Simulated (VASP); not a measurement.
Crystal: Ge.

```
Ge
1.0
     1.39715   -2.60052    0.00000
     1.39715    2.60052    0.00000
     0.00000    0.00000    2.69823
Ge
1
Direct
  0.50000 0.50000 0.00000
```

| Item | Value |
| --- | --- |
| Program | VASP 6.6.1 |
| Task | relaxation of cell and atoms |
| Functional | revPBE |
| Dispersion | D4 |
| Potentials or basis | VASP PAW PBE potentials, release 64 (Ge_d) |
| Cutoff | 600 eV |
| k mesh | 11 × 11 × 10 |
| Occupations | fermi-dirac, width 0.05 eV |
| Spin | no spin polarisation |

At the start: pressure -4.4 GPa; volume 19.61 Å³/atom.

Q: How do energy, volume and symmetry change on relaxing?

A: Over 30 steps the energy falls by 23.1 meV/atom and the volume is 18.34 Å³/atom (-6.5 %); space group P6/mmm (No. 191, to 0.05 Å).

The path:
| step | energy change (eV) | largest force (eV/Å) | pressure (GPa) | volume (Å³) |
| --- | --- | --- | --- | --- |
| 1 | 0.0000 | 0.0000 | -4.37 | 19.61 |
| 2 | -0.0199 | 0.0000 | 0.98 | 18.13 |
| 3 | -0.0203 | 0.0000 | 0.22 | 18.29 |
| 4 | -0.0202 | 0.0000 | 0.51 | 18.26 |
| 5 | -0.0222 | 0.0000 | 0.27 | 18.28 |
| 6 | -0.0227 | 0.0000 | 0.34 | 18.28 |
| 7 | -0.0228 | 0.0000 | 0.12 | 18.30 |
| 8 | -0.0229 | 0.0000 | 0.11 | 18.29 |
| 9 | -0.0229 | 0.0000 | 0.20 | 18.30 |
| 10 | -0.0231 | 0.0000 | -0.20 | 18.37 |
| 11 | -0.0231 | 0.0000 | -0.11 | 18.35 |
| 12 | -0.0231 | 0.0000 | -0.07 | 18.35 |
| 13 | -0.0231 | 0.0000 | -0.09 | 18.35 |
| 14 | -0.0230 | 0.0000 | 0.01 | 18.32 |
| 15 | -0.0231 | 0.0000 | 0.03 | 18.34 |
| 16 | -0.0231 | 0.0000 | 0.00 | 18.35 |
| 17 | -0.0231 | 0.0000 | -0.13 | 18.35 |
| 18 | -0.0231 | 0.0000 | 0.20 | 18.31 |
| 19 | -0.0231 | 0.0000 | -0.01 | 18.33 |
| 20 | -0.0231 | 0.0000 | 0.05 | 18.33 |
| 21 | -0.0231 | 0.0000 | 0.10 | 18.33 |
| 22 | -0.0231 | 0.0000 | -0.08 | 18.33 |
| 23 | -0.0231 | 0.0000 | -0.01 | 18.33 |
| 24 | -0.0231 | 0.0000 | 0.07 | 18.33 |
| 25 | -0.0231 | 0.0000 | 0.04 | 18.33 |
| 26 | -0.0231 | 0.0000 | 0.04 | 18.33 |
| 27 | -0.0231 | 0.0000 | 0.04 | 18.33 |
| 28 | -0.0231 | 0.0000 | 0.05 | 18.35 |
| 29 | -0.0231 | 0.0000 | -0.06 | 18.34 |
| 30 | -0.0231 | 0.0000 | -0.03 | 18.34 |

Final structure:
```yaml
crystal:
  lattice:
    - [1.40255, -2.44952, 0.00000]
    - [1.40255, 2.44952, 0.00000]
    - [0.00000, 0.00000, 2.66861]
  atoms:
    - { symbol: Ge, position: [0.50000, 0.50000, 0.00000] }
```

Caveat: the PAW data sets were made with another functional, which shifts forces and pressure a little; pairwise dispersion overbinds metals, which lowers pressure and volume.
